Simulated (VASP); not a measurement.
Here is a VASP 6.6.1 calculation.

File INCAR:

```
PREC = Accurate
ENCUT = 520
EDIFF = 1E-7
ISMEAR = -1
SIGMA = 0.1
LREAL = False
LASPH = True
NELM = 80
ALGO = Normal
ISIF = 2
LWAVE = False
LCHARG = True
GGA = B5
ALDAX = 1.0
AGGAX = 1.0
AGGAC = 1.0
ALDAC = 0.0
LELF = True
LVHAR = True
NBANDS = 26
```

KPOINTS

```
Automatic mesh
0
Gamma
  9 9 15
```

File POSCAR:

```
V
1.0
    4.6264655003      0.0000000000      0.0000000000
   -2.3132327502      4.0066366530      0.0000000000
    0.0000000000      0.0000000000      2.4633491799
V
3
Direct
    1.0000000000      1.0000000000      0.0000000000
    0.3333333333      0.6666666667      0.5000000000
    0.6666666667      0.3333333333      0.5000000000
```

Potentials or basis: VASP PAW PBE potentials, release 64 (V_sv).

Run with:

```console
$ cat potpaw_PBE.64/V_sv/POTCAR > POTCAR
$ mpirun -np 1 vasp_std > vasp.out
```

Problem. Estimate the pressure.

Solution. -10.4 GPa.

Stress tensor (GPa, compression positive):
```
-10.47   0.00   0.00
  0.00 -10.47   0.00
  0.00   0.00 -10.39
```

Caveat: the PAW data sets were made with another functional, which shifts forces and pressure a little.
